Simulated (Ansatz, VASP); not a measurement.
## One calculation of SiC, two programs

```
Si C
1.0
     2.17400   -2.17400    0.00000
     2.17400    0.00000   -2.17400
    11.95700    7.06550    7.06550
Si C
6 6
Direct
  0.61982 0.61982 0.06247
  0.32815 0.32815 0.89580
  0.16148 0.16148 0.22913
  0.24482 0.24482 0.56247
  0.70315 0.70315 0.39580
  0.78648 0.78648 0.72913
  0.33857 0.33857 0.43747
  0.79690 0.79690 0.27080
  0.88023 0.88023 0.60413
  0.96357 0.96357 0.93747
  0.42190 0.42190 0.77080
  0.25523 0.25523 0.10413
```

Alike in both runs: task single point; functional PBE; k mesh 10 × 10 × 2; occupations gaussian, width 0.05 eV; no spin polarisation.

|  | VASP | Ansatz |
| --- | --- | --- |
| version | VASP 6.6.1 | Ansatz 0.2.0 |
| potentials or method | VASP PAW PBE potentials, release 64 (Si, C), cutoff 520 eV | scalar-relativistic, plane waves, PAW |
| valence electrons in the cell | 48 | 48 |

VASP gave:

* gap on the k mesh at the Fermi level (eV): 0.85
* least direct gap on the mesh (eV): 1.74
* pressure (GPa): 2.7
* traceless stress, the component that is largest in VASP (GPa): 2.74
* rms of the force components (eV/Å): 0.332

Task: What did Ansatz give for the same quantities?

Result: gap on the k mesh at the Fermi level (eV): 0.86; least direct gap on the mesh (eV): 1.75; pressure (GPa): 2.8; traceless stress, the component that is largest in VASP (GPa): 2.74; rms of the force components (eV/Å): 0.333.

Atom by atom the forces differ by 0.004 eV/Å (rms over components).
